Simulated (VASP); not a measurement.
Input of a VASP 6.6.1 run:

Contents of INCAR:

```
ALGO = Normal
EDIFF = 1E-7
ENCUT = 520
GGA = PE
ISIF = 2
ISMEAR = 0
IVDW = 12
LASPH = T
LCHARG = T
LELF = T
LREAL = F
LVHAR = T
LWAVE = F
NBANDS = 27
NELM = 60
PREC = Accurate
SIGMA = 0.05
```

KPOINTS

```
k-points
0
Gamma
  12 12 12
```

The input POSCAR:

```
InSe
1.0
    1.8755717812      1.0828618728      7.6990257357
   -1.8755717812      1.0828618728      7.6990257357
    0.0000000000     -2.1657237455      7.6990257357
In Se
2 2
Direct
   -0.0014381156     -0.0014381156     -0.0014381156
    0.1130664329      0.1130664329      0.1130664329
    0.6057560346      0.6057560346      0.6057560346
    0.8386156480      0.8386156480      0.8386156480
```

Potentials or basis: VASP PAW PBE potentials, release 64 (In_d, Se).

The run is started by

```sh
$ cat potpaw_PBE.64/In_d/POTCAR potpaw_PBE.64/Se/POTCAR > POTCAR
$ mpirun -np 1 vasp_std > vasp.out
```

(1) Predict the largest force.

(2) What does it give for the dispersion energy per atom?

(3) Estimate the pressure.

Results:

(1) 0.020 eV/Å.

(2) -0.381 eV.

(3) 12.1 GPa.

Caveat: the cell stands under pressure.
